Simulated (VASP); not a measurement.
# Ag2HgGeSe4 (P1) in VASP: single point with PBEsol

Aim: the single point of Ag2HgGeSe4 with PBEsol.

Program: VASP 6.6.1. These are calculated values, not measurements. Logs are shortened: lines on timing, memory, paths and dates and some standing lists are left out, and cuts for length are marked.

## (1) The cell of the first run

The typed cell holds 8 atoms: a = 7.263 Å, b = 7.264 Å, c = 7.261 Å, α = 132.11°, β = 132.08°, γ = 70.08°.

## (2) Single point, PBEsol

INCAR reads:

```
SYSTEM = Ag2HgGeSe4
PREC     = Accurate       ! precision mode
ENCUT    = 520            ! plane-wave cutoff, eV
EDIFF    = 1E-6           ! SCF threshold, eV
ISMEAR   = -1             ! smearing method
SIGMA    = 0.05           ! smearing width, eV
LREAL    = .FALSE.        ! projectors in reciprocal space
LASPH    = .TRUE.         ! aspherical terms in the spheres
NELM     = 100            ! most SCF steps
ALGO     = Normal         ! electronic algorithm
ISIF     = 2              ! what is computed and relaxed
LWAVE    = .FALSE.        ! write WAVECAR
LCHARG   = .FALSE.        ! write CHGCAR
GGA      = PS             ! functional
NBANDS   = 46             ! bands
```

KPOINTS reads:

```
Automatic mesh
0
G
  4 4 4
  0 0 0
```

POSCAR reads:

```
Ag2HgGeSe4
1.0
   -2.9468070225      2.9504307728      5.9469419825
    2.9488113606     -2.9487177130      5.9472047534
    2.9460420865      2.9479726607     -5.9459449850
Ag Hg Ge Se
2 1 1 4
Direct
    0.7496049074      0.2514376787      0.5006042821
    0.2494919207      0.7503238478      0.5004777667
   -0.0023990148     -0.0009219773     -0.0031354912
    0.4984099145      0.4997872546     -0.0017755120
    0.8497760140      0.8514864018      0.4562614109
    0.1479193950      0.6077814684      0.0002610060
    0.6059535866      0.1489513552     -0.0004540392
    0.3911220314      0.3921192880      0.5391784304
```

Potentials or basis: VASP PAW PBE potentials, release 64 (Ag, Hg, Ge_d, Se).

On the command line:

```console
> cat potpaw_PBE.64/Ag/POTCAR potpaw_PBE.64/Hg/POTCAR potpaw_PBE.64/Ge_d/POTCAR potpaw_PBE.64/Se/POTCAR > POTCAR
> mpirun -np 1 vasp_std > vasp.out
```

OUTCAR:

```text
SYSTEM = Ag2HgGeSe4
   PREC = Accurate
   ENCUT = 520
   EDIFF = 1E-6
   ISMEAR = -1
   LREAL = .FALSE.
   LASPH = .TRUE.
   NELM = 100
   ISIF = 2
   GGA = PS

 ion  position               nearest neighbor table
   1  0.750  0.251  0.501-   6 2.58   8 2.59   7 2.59   5 2.59
   2  0.249  0.750  0.500-   8 2.58   7 2.58   5 2.59   6 2.59
   3  0.998  0.999  0.997-   5 2.68   7 2.69   6 2.69   8 2.69
   4  0.498  0.500  0.998-   8 2.40   6 2.40   7 2.40   5 2.40
   5  0.850  0.851  0.456-   4 2.40   2 2.59   1 2.59   3 2.68
   6  0.148  0.608  0.000-   4 2.40   1 2.58   2 2.59   3 2.69
   7  0.606  0.149  1.000-   4 2.40   2 2.58   1 2.59   3 2.69
   8  0.391  0.392  0.539-   4 2.40   2 2.58   1 2.59   3 2.69

  LATTYP: Found a triclinic cell.
 ALAT       =     7.2632521859
 B/A-ratio  =     0.8120884993
 C/A-ratio  =     0.8115997459
 COS(alpha) =     0.0002560394
 COS(beta)  =     0.4055908926
 COS(gamma) =     0.4064044576

  Lattice vectors:

 A1 = (  -2.9468070225,   2.9504307728,   5.9469419825)
 A2 = (  -0.0007649360,   5.8984034335,   0.0009969975)
 A3 = (  -5.8948534471,   0.0007450523,  -0.0012597684)

Analysis of symmetry for initial positions (statically):
=====================================================================
 Subroutine PRICEL returns:
 Original cell was already a primitive cell.

 Routine SETGRP: Setting up the symmetry group for a
 triclinic supercell.

 Subroutine GETGRP returns: Found  1 space group operations
 (whereof  1 operations were pure point group operations)
 out of a pool of  2 trial point group operations.

The static configuration has the point symmetry C_1 .

Analysis of symmetry for dynamics (positions and initial velocities):
=====================================================================
 Subroutine PRICEL returns:
 Original cell was already a primitive cell.

 Routine SETGRP: Setting up the symmetry group for a
 triclinic supercell.

 Subroutine GETGRP returns: Found  1 space group operations
 (whereof  1 operations were pure point group operations)
 out of a pool of  2 trial point group operations.

The dynamic configuration has the point symmetry C_1 .

 Subroutine INISYM returns: Found  1 space group operations
 (whereof  1 operations are pure point group operations),
[... 103 lines left out ...]
   LNONCOLLINEAR =      F non collinear calculations
   LSORBIT =      F    spin-orbit coupling
   LASPH  =      T    aspherical Exc in radial PAW
   ENCUT  =  520.0 eV  38.22 Ry    6.18 a.u.  13.50 13.51 13.50*2*pi/ulx,y,z
   NELM   =    100;   NELMIN=  2; NELMDL= -5     # of ELM steps
   EDIFF  = 0.1E-05   stopping-criterion for ELM
   LREAL  =      F    real-space projection
   EDIFFG = 0.1E-04   stopping-criterion for IOM
   NSW    =      0    number of steps for IOM
   IBRION =     -1    ionic relax: 0-MD 1-quasi-New 2-CG
   NFREE  =      0    steps in history (QN), initial steepest desc. (CG)
   ISIF   =      2    stress and relaxation
   ISYM   =      2    0-nonsym 1-usesym 2-fastsym
   POTIM  = 0.5000    time-step for ionic-motion
   TEBEG  =    0.0;   TEEND  =   0.0 temperature during run
   PSTRESS=    0.0 pullay stress
   NELECT =      72.0000    total number of electrons
   NUPDOWN=      -1.0000    fix difference up-down
   EMIN   =  10.00;   EMAX   =-10.00  energy-range for DOS
[... 5 lines left out ...]
     AMIX     =   0.40;   BMIX     =  1.00
     AMIX_MAG =   1.60;   BMIX_MAG =  1.00
  volume/ion in A,a.u.               =      25.85       174.43
  Fermi-wavevector in a.u.,A,eV,Ry     =   1.151725  2.176444 18.047723  1.326470
  Thomas-Fermi vector in A             =   2.288381
   LORBIT       =      0    0 simple, 1 ext, 2 COOP (PROOUT), +10 PAW based schemes
   GGA     = PS    functional components
   LHFCALC =     F    Hartree Fock is set to
   AEXX    =    0.0000 exact exchange contribution
   IVDW    =     0    specifies the selected vdW correction
   LEPSILON=     F    determine dielectric tensor
   LRPA    =     F    only Hartree local field effects (RPA)
 non-spin polarized calculation
  energy-cutoff  :      520.00
  volume of cell :      206.78
 maximum number of plane-waves:      5588
   NGX = 27   NGY = 27   NGZ = 27

 number of electron      72.0000007 magnetization

 Free energy of the ion-electron system (eV)
  ---------------------------------------------------
  ext. energy  EPLUGINS =         0.00000000
  ---------------------------------------------------
  free energy    TOTEN  =       -28.88381542 eV

  energy without entropy =      -28.87979586  energy(sigma->0) =      -28.88180564

 E-fermi :   2.9993     XC(G=0):  -9.4670

 val. band max:        2.9833449871   @ k =   0.0000   0.0000   0.0000
 cond. band min:       3.2021962811   @ k =   0.5000   0.5000   0.0000
 fundamental gap:      0.2188512939
 Fermi energy:         2.9992814805

 k-point     1 :       0.0000    0.0000    0.0000
  band No.  band energies     occupation
      1     -22.2479      2.00000
      2     -22.2478      2.00000
      3     -22.2395      2.00000
      4     -22.2182      2.00000
      5     -22.2107      2.00000
      6     -11.1550      2.00000
[... 1165 lines left out ...]
     45       8.5840      0.00000
     46       8.7473      0.00000

 [... further k-points ...]

------------------------ aborting loop because EDIFF is reached ----------------------------------------

  FORCE on cell =-STRESS in cart. coord.  units (eV):
  Direction    XX          YY          ZZ          XY          YZ          ZX
  --------------------------------------------------------------------------------------
  -------------------------------------------------------------------------------------
  Total        0.1451434      0.1384019      0.1218776      0.0061470     -0.0024038     -0.0048220
  in kB        1.1245979      1.0723633      0.9443296      0.0476283     -0.0186252     -0.0373615
  external PRESSURE =       1.0470969 kB  Pullay stress =       0.0000000 kB

 VOLUME and BASIS-vectors are now :
 -----------------------------------------------------------------------------
  energy-cutoff  :      520.00
  volume of cell :      206.78
      direct lattice vectors                 reciprocal lattice vectors
    -2.946807022  2.950430773  5.946941983     0.000003464  0.169523197  0.084050551
     2.948811361 -2.948717713  5.947204753     0.169621541  0.000007791  0.084046383
     2.946042086  2.947972661 -5.945944985     0.169660943  0.169559414 -0.000053011

 POSITION                                       TOTAL-FORCE (eV/Angst)
 -----------------------------------------------------------------------------------
      0.00730      2.94601      2.97664        -0.001563     -0.000764     -0.000881
      2.95179     -0.00099      2.97023        -0.000320     -0.001140      0.000768
      2.94316      2.93608      5.94710         0.000401      0.000448      0.000476
      2.94587      2.93953      0.00096         0.000543      0.000693      0.000207
      1.35091      1.34146      7.40463        -0.014369     -0.014354      0.017608
      1.35711     -1.35498      4.49272        -0.014998      0.014222     -0.017646
      1.59831      4.29524     -1.45383         0.014346     -0.014982     -0.017491
      1.59217      1.58721      1.45207         0.015960      0.015876      0.016960
 -----------------------------------------------------------------------------------
    total drift:                               -0.000007      0.000581      0.000033

  FREE ENERGIE OF THE ION-ELECTRON SYSTEM (eV)
  ---------------------------------------------------
  free  energy   TOTEN  =       -28.8838154241 eV

  energy  without entropy=      -28.8797958585  energy(sigma->0) =      -28.88180564
```

OSZICAR:

```text
N       E                     dE             d eps       ncg     rms          rms(c)
DAV:   1     0.619431134452E+03    0.61943E+03   -0.32950E+04  4272   0.209E+03
DAV:   2     0.479755544185E+02   -0.57146E+03   -0.54759E+03  3450   0.637E+02
DAV:   3    -0.261176915257E+02   -0.74093E+02   -0.72977E+02  3834   0.136E+02
DAV:   4    -0.300435899268E+02   -0.39259E+01   -0.39128E+01  3880   0.366E+01
DAV:   5    -0.301293721389E+02   -0.85782E-01   -0.85753E-01  3862   0.505E+00    0.120E+01
DAV:   6    -0.289238490484E+02    0.12055E+01   -0.32390E+00  3846   0.172E+01    0.951E+00
DAV:   7    -0.289080097219E+02    0.15839E-01   -0.15196E+00  3692   0.555E+00    0.493E+00
DAV:   8    -0.288848305081E+02    0.23179E-01   -0.12075E-01  3766   0.247E+00    0.969E-01
DAV:   9    -0.288836084746E+02    0.12220E-02   -0.83180E-03  3918   0.546E-01    0.320E-01
DAV:  10    -0.288837047673E+02   -0.96293E-04   -0.12023E-03  3732   0.206E-01    0.126E-01
DAV:  11    -0.288838054139E+02   -0.10065E-03   -0.18717E-04  3868   0.907E-02    0.308E-02
DAV:  12    -0.288838134852E+02   -0.80713E-05   -0.25699E-05  3756   0.274E-02    0.776E-03
DAV:  13    -0.288838145644E+02   -0.10792E-05   -0.39286E-06  3876   0.967E-03    0.411E-03
DAV:  14    -0.288838154241E+02   -0.85968E-06   -0.12657E-06  2780   0.535E-03
   1 F= -.28883815E+02 E0= -.28881806E+02  d E =-.401957E-02
```

Wall time 8.8 min (1 thread of Intel Xeon Platinum 8259CL at 2.50GHz (Skylake/Cascade Lake), shared host); peak memory 0.63 GiB.

Results:

```yaml
Free_energy: -28.8838 eV
Pressure: 0.1 GPa
Largest_force: 0.028 eV/Å
```

Forces in eV/Å, atoms in the order of the input:
```
Ag  -0.002 -0.001 -0.001
Ag   0.000 -0.001  0.001
Hg   0.000  0.000  0.000
Ge   0.001  0.001  0.000
Se  -0.014 -0.014  0.018
Se  -0.015  0.014 -0.018
Se   0.014 -0.015 -0.017
Se   0.016  0.016  0.017
```

Caveat: the k points lie up to 0.38 Å⁻¹ apart; the PAW data sets were made with another functional, which shifts forces and pressure a little; spin-orbit coupling is left out, which moves the levels of the heavy elements.
